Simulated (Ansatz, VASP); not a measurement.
**NaCl: VASP beside Ansatz**

```
Na Cl
1.0
     4.72108    0.00000    0.00000
    -2.36054    4.08857    0.00000
     0.00000    0.00000    5.56948
Na Cl
2 2
Direct
  0.33333 0.66667 0.93750
  0.66667 0.33333 0.43750
  0.33333 0.66667 0.43750
  0.66667 0.33333 0.93750
```

Alike in both runs: task single point; functional LDA; k mesh 6 × 6 × 4; no spin polarisation.

```csv
,VASP,Ansatz
version,VASP 6.6.1,Ansatz 0.2.0
potentials or method,"VASP PAW LDA potentials, release 64 (Na_pv, Cl)","plane waves, PAW"
plane-wave cutoff (eV),520,420
occupations,"gaussian, width 0.01 eV",fixed
valence electrons in the cell,28,32
```

|  | VASP | Ansatz | Ansatz less VASP |
| --- | --- | --- | --- |
| gap on the k mesh at the Fermi level (eV) | 4.44 | 4.44 | -0.004 |

LDA's correlation is that of Perdew and Zunger in VASP and of Perdew and Wang (1992) in Ansatz. VASP's potentials hold 28 valence electrons a cell and Ansatz's 32, so a difference there can come from the potentials and not from the codes. Ansatz's warnings: structure snapped to symmetry.
